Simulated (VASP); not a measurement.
# Sn (R-3m) in VASP: a series of runs

Sn is run at these levels: PBEsol; tasks: single point.

Everything below comes from runs of VASP 6.6.1. Logs are shortened: lines on timing, memory, paths and dates and some standing lists are left out, and cuts for length are marked.

### 1 The cell of the first run

Symmetry: R-3m, No. 166, trigonal system. Conventional cell: a = 5.490 Å, b = 5.490 Å, c = 3.127 Å, α = 90.00°, β = 90.00°, γ = 120.00°. Within 4.1 Å of Sn (site symmetry -3m) lie 14 Sn at 3.13 to 3.79 Å.

### 2 Single point, PBEsol

Contents of INCAR:

```
PREC     = Accurate       # precision mode
ENCUT    = 520            # plane-wave cutoff, eV
EDIFF    = 1E-6           # SCF threshold, eV
ISMEAR   = 0              # smearing method
SIGMA    = 0.15           # smearing width, eV
LREAL    = F              # projectors in reciprocal space
LASPH    = T              # aspherical terms in the spheres
NELM     = 60             # most SCF steps
ALGO     = Fast           # electronic algorithm
ISIF     = 2              # what is computed and relaxed
LWAVE    = F              # write WAVECAR
LCHARG   = F              # write CHGCAR
GGA      = PS             # functional
NBANDS   = 13             # bands
```

Contents of KPOINTS:

```
regular mesh
0
Gamma
  20 20 20
```

Contents of POSCAR:

```
Sn
1.0
   -1.9863337224      1.8957517285      1.8957517285
    1.8957517285     -1.9863337224      1.8957517285
    1.8957517285      1.8957517285     -1.9863337224
Sn
1
Direct
    0.0000000000      0.0000000000      0.0000000000
```

Potentials or basis: VASP PAW PBE potentials, release 64 (Sn_d).

Command:

```sh
cat potpaw_PBE.64/Sn_d/POTCAR > POTCAR
mpirun -np 1 vasp_std > vasp.out
```

OUTCAR:

```text
PREC = Accurate
   ENCUT = 520
   EDIFF = 1E-6
   ISMEAR = 0
   LREAL = F
   LASPH = T
   NELM = 60
   ISIF = 2
   GGA = PS

 ion  position               nearest neighbor table
   1  0.000  0.000  0.000-

  LATTYP: Found a trigonal (rhomboedric) cell.
 ALAT       =     3.3366556443
 COS(alpha) =    -0.3536531715

  Lattice vectors:

 A1 = (  -1.9863337224,   1.8957517285,   1.8957517285)
 A2 = (   1.8957517285,  -1.9863337224,   1.8957517285)
 A3 = (   1.8957517285,   1.8957517285,  -1.9863337224)

Analysis of symmetry for initial positions (statically):
=====================================================================
 Subroutine PRICEL returns:
 Original cell was already a primitive cell.

 Routine SETGRP: Setting up the symmetry group for a
 trigonal (rhombohedral) supercell.

 Subroutine GETGRP returns: Found 12 space group operations
 (whereof 12 operations were pure point group operations)
 out of a pool of 12 trial point group operations.

The static configuration has the point symmetry D_3d.

Analysis of symmetry for dynamics (positions and initial velocities):
=====================================================================
 Subroutine PRICEL returns:
 Original cell was already a primitive cell.

 Routine SETGRP: Setting up the symmetry group for a
 trigonal (rhombohedral) supercell.

 Subroutine GETGRP returns: Found 12 space group operations
 (whereof 12 operations were pure point group operations)
 out of a pool of 12 trial point group operations.

The dynamic configuration has the point symmetry D_3d.

 Subroutine INISYM returns: Found 12 space group operations
 (whereof 12 operations are pure point group operations),
 and found     1 'primitive' translations

----------------------------------------------------------------------------------------

                                     Primitive cell

  volume of cell :      27.2050

  direct lattice vectors                    reciprocal lattice vectors
    -1.986333722  1.895751729  1.895751729     0.012925839  0.270519345  0.270519345
     1.895751729 -1.986333722  1.895751729     0.270519345  0.012925839  0.270519345
     1.895751729  1.895751729 -1.986333722     0.270519345  0.270519345  0.012925839

  length of vectors
     3.336655644  3.336655644  3.336655644     0.382790424  0.382790424  0.382790424

  position of ions in fractional coordinates (direct lattice)
     0.000000000  0.000000000  0.000000000

  ion indices of the primitive-cell ions
   primitive index   ion index
                 1           1

----------------------------------------------------------------------------------------

 KPOINTS: regular mesh

Automatic generation of k-mesh.
 Grid dimensions read from file:
 generate k-points for:   20   20   20

 Generating k-lattice:

  Cartesian coordinates                     Fractional coordinates (reciprocal lattice)
     0.000646292  0.013525967  0.013525967     0.050000000 -0.000000000 -0.000000000
     0.013525967  0.000646292  0.013525967    -0.000000000  0.050000000 -0.000000000
     0.013525967  0.013525967  0.000646292    -0.000000000 -0.000000000  0.050000000

  Length of vectors
     0.019139521  0.019139521  0.019139521

  Shift w.r.t. Gamma in fractional coordinates (k-lattice)
     0.000000000  0.000000000  0.000000000

 Subroutine IBZKPT returns following result:
 ===========================================

 Found    781 irreducible k-points:

 Following reciprocal coordinates:
            Coordinates               Weight
  0.000000  0.000000  0.000000      1.000000
  0.050000  0.000000  0.000000      6.000000
  0.100000  0.000000  0.000000      6.000000
  0.150000  0.000000  0.000000      6.000000
  0.200000  0.000000  0.000000      6.000000
  0.250000  0.000000  0.000000      6.000000
[... 16 lines left out ...]
 -0.400000  0.050000  0.000000     12.000000
 -0.350000  0.050000  0.000000     12.000000
 [... further k-points ...]
   k-points           NKPTS =    781   k-points in BZ     NKDIM =    781   number of bands    NBANDS=     13
   number of dos      NEDOS =    301   number of ions     NIONS =      1
   total plane-waves  NPLWV =  21952
   dimension x,y,z NGX =    28 NGY =   28 NGZ =   28
   dimension x,y,z NGXF=    56 NGYF=   56 NGZF=   56
   ions per type =               1
   NGX,Y,Z   is equivalent  to a cutoff of  13.95, 13.95, 13.95 a.u.
   NGXF,Y,Z  is equivalent  to a cutoff of  27.90, 27.90, 27.90 a.u.
 SYSTEM =  unknown system
   PREC   = accura    normal or accurate (medium, high low for compatibility)
   ISTART =      0    job   : 0-new  1-cont  2-samecut
   ICHARG =      2    charge: 1-file 2-atom 10-const
   ISPIN  =      1    spin polarized calculation?
   LNONCOLLINEAR =      F non collinear calculations
   LSORBIT =      F    spin-orbit coupling
   LASPH  =      T    aspherical Exc in radial PAW
   ENCUT  =  520.0 eV  38.22 Ry    6.18 a.u.   6.20  6.20  6.20*2*pi/ulx,y,z
   NELM   =     60;   NELMIN=  2; NELMDL= -5     # of ELM steps
   EDIFF  = 0.1E-05   stopping-criterion for ELM
   LREAL  =      F    real-space projection
   EDIFFG = 0.1E-04   stopping-criterion for IOM
   NSW    =      0    number of steps for IOM
   IBRION =     -1    ionic relax: 0-MD 1-quasi-New 2-CG
   NFREE  =      0    steps in history (QN), initial steepest desc. (CG)
   ISIF   =      2    stress and relaxation
   ISYM   =      2    0-nonsym 1-usesym 2-fastsym
   POTIM  = 0.5000    time-step for ionic-motion
   TEBEG  =    0.0;   TEEND  =   0.0 temperature during run
   PSTRESS=    0.0 pullay stress
   NELECT =      14.0000    total number of electrons
   NUPDOWN=      -1.0000    fix difference up-down
   EMIN   =  10.00;   EMAX   =-10.00  energy-range for DOS
   EFERMI =   0.00;   METHOD = LEGACY
   ISMEAR =     0;   SIGMA  =   0.15  broadening in eV -4-tet -1-fermi 0-gaus
   EFERMI_NEDOS =   21; number of points for ismear=-14 and -15
   IALGO  =     68    algorithm
   IMIX   =      4    mixing-type and parameters
     AMIX     =   0.40;   BMIX     =  1.00
     AMIX_MAG =   1.60;   BMIX_MAG =  1.00
  volume/ion in A,a.u.               =      27.20       183.59
  Fermi-wavevector in a.u.,A,eV,Ry     =   1.311902  2.479136 23.416813  1.721087
  Thomas-Fermi vector in A             =   2.442332
   LORBIT       =      0    0 simple, 1 ext, 2 COOP (PROOUT), +10 PAW based schemes
   GGA     = PS    functional components
   LHFCALC =     F    Hartree Fock is set to
   AEXX    =    0.0000 exact exchange contribution
   IVDW    =     0    specifies the selected vdW correction
   LEPSILON=     F    determine dielectric tensor
   LRPA    =     F    only Hartree local field effects (RPA)
 non-spin polarized calculation
 RMM-DIIS sequential band-by-band and
 Gauss-broadening in eV      SIGMA  =   0.15
  energy-cutoff  :      520.00
  volume of cell :       27.20
 maximum number of plane-waves:       751
 NGX is ok and might be reduce to    28

 number of electron      14.0000006 magnetization

 Free energy of the ion-electron system (eV)
  ---------------------------------------------------
  ext. energy  EPLUGINS =         0.00000000
  ---------------------------------------------------
  free energy    TOTEN  =        -4.21479734 eV

  energy without entropy =       -4.20869908  energy(sigma->0) =       -4.21174821

 E-fermi :   7.9149     XC(G=0): -10.4982

 val. band max:        7.9046280341   @ k =  -0.4500   0.5000   0.3000
 cond. band min:       7.9211263416   @ k =  -0.4000   0.1000   0.0500
 fundamental gap:      0.0164983075
 Fermi energy:         7.9148998736

 k-point     1 :       0.0000    0.0000    0.0000
  band No.  band energies     occupation
      1     -13.5942      2.00000
      2     -13.5145      2.00000
      3     -13.5145      2.00000
      4     -13.3892      2.00000
      5     -13.3892      2.00000
      6      -3.1872      2.00000
      7      15.2274      0.00000
      8      15.2274      0.00000
      9      16.8342      0.00000
     10      19.4320      0.00000
     11      19.9837      0.00000
     12      20.2522      0.00000
     13      20.2527      0.00000

 k-point     2 :       0.0500    0.0000    0.0000
  band No.  band energies     occupation
      1     -13.5876      2.00000
      2     -13.5157      2.00000
      3     -13.5120      2.00000
      4     -13.3914      2.00000
      5     -13.3900      2.00000
      6      -3.1298      2.00000
      7      15.0026      0.00000
      8      15.1855      0.00000
      9      16.3385      0.00000
     10      19.1012      0.00000
     11      19.6843      0.00000
     12      20.1233      0.00000
     13      20.3646      0.00000

 k-point     3 :       0.1000    0.0000    0.0000
  band No.  band energies     occupation
      1     -13.5689      2.00000
      2     -13.5189      2.00000
      3     -13.5043      2.00000
      4     -13.3975      2.00000
      5     -13.3923      2.00000
      6      -2.9572      2.00000
      7      14.3706      0.00000
      8      15.0525      0.00000
      9      15.1998      0.00000
     10      18.6483      0.00000
     11      18.7124      0.00000
     12      19.5585      0.00000
     13      20.4880      0.00000
[... 305 lines left out ...]
 k-point    23 :      -0.4000    0.0500    0.0000
  band No.  band energies     occupation
      1     -13.5552      2.00000
      2     -13.5062      2.00000
      3     -13.4173      2.00000
      4     -13.4106      2.00000
      5     -13.3383      2.00000
      6       0.0339      2.00000
      7       6.2623      2.00000
      8      11.1702      0.00000
      9      13.0493      0.00000
     10      16.1776      0.00000
     11      17.0054      0.00000
     12      20.6346      0.00000
     13      22.6973      0.00000

 k-point    24 :      -0.3500    0.0500    0.0000
  band No.  band energies     occupation
      1     -13.5485      2.00000
      2     -13.5009      2.00000
      3     -13.4231      2.00000
      4     -13.4073      2.00000
      5     -13.3742      2.00000
      6      -0.7537      2.00000
      7       7.7125      1.94364
      8      11.5087      0.00000
      9      13.2667      0.00000
     10      16.4909      0.00000
     11      17.3164      0.00000
     12      20.0040      0.00000
     13      22.2677      0.00000

 [... further k-points ...]
[... 5 lines left out ...]
  --------------------------------------------------------------------------------------
  -------------------------------------------------------------------------------------
  Total       -0.2932985     -0.2932985     -0.2932985      0.1809642      0.1809642      0.1809642
  in kB      -17.2731779    -17.2731779    -17.2731779     10.6574924     10.6574924     10.6574924
  external PRESSURE =     -17.2731779 kB  Pullay stress =       0.0000000 kB

 VOLUME and BASIS-vectors are now :
 -----------------------------------------------------------------------------
  energy-cutoff  :      520.00
  volume of cell :       27.20
      direct lattice vectors                 reciprocal lattice vectors
    -1.986333722  1.895751729  1.895751729     0.012925839  0.270519345  0.270519345
     1.895751729 -1.986333722  1.895751729     0.270519345  0.012925839  0.270519345
     1.895751729  1.895751729 -1.986333722     0.270519345  0.270519345  0.012925839

 POSITION                                       TOTAL-FORCE (eV/Angst)
 -----------------------------------------------------------------------------------
      0.00000      0.00000      0.00000        -0.000000      0.000000      0.000000
 -----------------------------------------------------------------------------------
    total drift:                               -0.000000     -0.000000     -0.000000

  FREE ENERGIE OF THE ION-ELECTRON SYSTEM (eV)
  ---------------------------------------------------
  free  energy   TOTEN  =        -4.2147973364 eV

  energy  without entropy=       -4.2086990784  energy(sigma->0) =       -4.21174821
```

Wall time 6.9 min (1 thread of Intel Xeon 8259CL, shared host); peak memory 0.37 GiB.

Results:

* Free energy: -4.2148 eV
* Pressure: -1.7 GPa
* Band gap on the k mesh: zero (bands 7 and 8 overlap by 9.95 eV)

Caveat: the PAW data sets were made with another functional, which shifts forces and pressure a little; spin-orbit coupling is left out, which moves the levels of the heavy elements.

### 3 Single point, PBEsol

This run uses another cell than the first one, of the same volume but with other edges.

Contents of INCAR:

```
SYSTEM = Sn
PREC     = Accurate       ! precision mode
ENCUT    = 520            ! plane-wave cutoff, eV
EDIFF    = 1E-6           ! SCF threshold, eV
ISMEAR   = 0              ! smearing method
SIGMA    = 0.15           ! smearing width, eV
LREAL    = .False.        ! projectors in reciprocal space
LASPH    = .True.         ! aspherical terms in the spheres
NELM     = 80             ! most SCF steps
ALGO     = Fast           ! electronic algorithm
ISIF     = 2              ! what is computed and relaxed
LWAVE    = .False.        ! write WAVECAR
LCHARG   = .True.         ! write CHGCAR
GGA      = PS             ! functional
LELF     = .True.         ! ELF
LVHAR    = .True.       
NBANDS   = 13             ! bands
```

Contents of KPOINTS:

```
regular mesh
0
Gamma
  20 20 20
  0 0 0
```

Contents of POSCAR:

```
Sn
1.0
   -1.7974207710      1.8959095804      1.8959095804
    1.8959095804     -1.7974207710      1.8959095804
    1.8959095804      1.8959095804     -1.7974207710
Sn
1
Direct
    0.0000000000      0.0000000000      0.0000000000
```

Potentials or basis: VASP PAW PBE potentials, release 64 (Sn_d).

Command:

```sh
cat potpaw_PBE.64/Sn_d/POTCAR > POTCAR
mpirun -np 1 vasp_std > vasp.out
```

OUTCAR:

```text
SYSTEM = Sn
   PREC = Accurate
   ENCUT = 520
   EDIFF = 1E-6
   ISMEAR = 0
   LREAL = .False.
   LASPH = .True.
   NELM = 80
   ISIF = 2
   GGA = PS

 ion  position               nearest neighbor table
   1  0.000  0.000  0.000-

  LATTYP: Found a trigonal (rhomboedric) cell.
 ALAT       =     3.2279510068
 COS(alpha) =    -0.3091289928

  Lattice vectors:

 A1 = (  -1.7974207710,   1.8959095804,   1.8959095804)
 A2 = (   1.8959095804,  -1.7974207710,   1.8959095804)
 A3 = (   1.8959095804,   1.8959095804,  -1.7974207710)

Analysis of symmetry for initial positions (statically):
=====================================================================
 Subroutine PRICEL returns:
 Original cell was already a primitive cell.

 Routine SETGRP: Setting up the symmetry group for a
 trigonal (rhombohedral) supercell.

 Subroutine GETGRP returns: Found 12 space group operations
 (whereof 12 operations were pure point group operations)
 out of a pool of 12 trial point group operations.

The static configuration has the point symmetry D_3d.

Analysis of symmetry for dynamics (positions and initial velocities):
[... 163 lines left out ...]
 Fermi energy:         7.9081217812

 k-point     1 :       0.0000    0.0000    0.0000
  band No.  band energies     occupation
      1     -13.5632      2.00000
      2     -13.5632      2.00000
      3     -13.4939      2.00000
      4     -13.3901      2.00000
      5     -13.3901      2.00000
      6      -3.1870      2.00000
      7      15.0037      0.00000
      8      16.0519      0.00000
      9      16.0519      0.00000
     10      20.0149      0.00000
     11      20.0150      0.00000
     12      20.0707      0.00000
     13      20.0722      0.00000
[... 354 lines left out ...]
  band No.  band energies     occupation
      1     -13.5866      2.00000
      2     -13.5193      2.00000
      3     -13.4026      2.00000
      4     -13.3953      2.00000
      5     -13.3723      2.00000
      6      -0.9402      2.00000
      7       6.7084      2.00000
      8      12.4806      0.00000
      9      13.9145      0.00000
     10      16.7777      0.00000
     11      17.2020      0.00000
     12      21.5359      0.00000
     13      24.0826      0.00000

 [... further k-points ...]
[... 5 lines left out ...]
  --------------------------------------------------------------------------------------
  -------------------------------------------------------------------------------------
  Total       -0.3022858     -0.3022858     -0.3022858     -0.1237188     -0.1237188     -0.1237188
  in kB      -17.8024629    -17.8024629    -17.8024629     -7.2861475     -7.2861475     -7.2861475
  external PRESSURE =     -17.8024629 kB  Pullay stress =       0.0000000 kB

 VOLUME and BASIS-vectors are now :
 -----------------------------------------------------------------------------
  energy-cutoff  :      520.00
  volume of cell :       27.20
      direct lattice vectors                 reciprocal lattice vectors
    -1.797420771  1.895909580  1.895909580    -0.013370782  0.257387559  0.257387559
     1.895909580 -1.797420771  1.895909580     0.257387559 -0.013370782  0.257387559
     1.895909580  1.895909580 -1.797420771     0.257387559  0.257387559 -0.013370782

 POSITION                                       TOTAL-FORCE (eV/Angst)
 -----------------------------------------------------------------------------------
      0.00000      0.00000      0.00000        -0.000000     -0.000000      0.000000
 -----------------------------------------------------------------------------------
    total drift:                                0.000000      0.000000     -0.000000

  FREE ENERGIE OF THE ION-ELECTRON SYSTEM (eV)
  ---------------------------------------------------
  free  energy   TOTEN  =        -4.2160637472 eV

  energy  without entropy=       -4.2087194639  energy(sigma->0) =       -4.21239161
```

stdout:

```text
POSCAR found type information on POSCAR Sn
 POSCAR found :  1 types and       1 ions
 scaLAPACK will be used
 -----------------------------------------------------------------------------
|                                                                             |
|                                                                             |
|     You enforced a specific xc type in the INCAR file but a different       |
|     I HOPE YOU KNOW WHAT YOU ARE DOING!                                     |
|                                                                             |
 -----------------------------------------------------------------------------

 LDA part: xc-table for (Slater+PW92), standard interpolation
 POSCAR, INCAR and KPOINTS ok, starting setup
 FFT: planning ... GRIDC
 FFT: planning ... GRID_SOFT
 FFT: planning ... GRID
 WAVECAR not read
 entering main loop
WARNING in EDDRMM: call to ZHEGV failed, returncode =   8  4     12
WARNING in EDDRMM: call to ZHEGV failed, returncode =   8  4     10
WARNING in EDDRMM: call to ZHEGV failed, returncode =   8  4     10
WARNING in EDDRMM: call to ZHEGV failed, returncode =   6  3     10
```

It took 3.3 min on 1 thread of Intel Xeon 8259CL, shared host; peak memory 0.35 GiB.

Results:

* Free energy: -4.2161 eV
* Pressure: -1.8 GPa
* Band gap on the k mesh: zero (bands 7 and 8 overlap by 9.53 eV)

Levels at points of the mesh, in eV from the Fermi level:
| k point | band 4 | band 5 | band 6 | band 7 | band 8 | band 9 | band 10 | band 11 |
| --- | --- | --- | --- | --- | --- | --- | --- | --- |
| (0.00, 0.00, 0.00) | -21.30 | -21.30 | -11.10 | 7.10 | 8.14 | 8.14 | 12.11 | 12.11 |
| (0.50, 0.00, 0.00) | -21.30 | -21.23 | -6.79 | -4.53 | 4.02 | 5.64 | 8.37 | 8.48 |
| (0.50, 0.50, 0.00) | -21.31 | -21.20 | -6.03 | -4.30 | 2.86 | 5.70 | 6.83 | 8.96 |
| (0.50, 0.50, 0.50) | -21.22 | -21.22 | -2.45 | -0.68 | -0.68 | 0.00 | 3.87 | 3.87 |

Caveat: the PAW data sets were made with another functional, which shifts forces and pressure a little; spin-orbit coupling is left out, which moves the levels of the heavy elements.
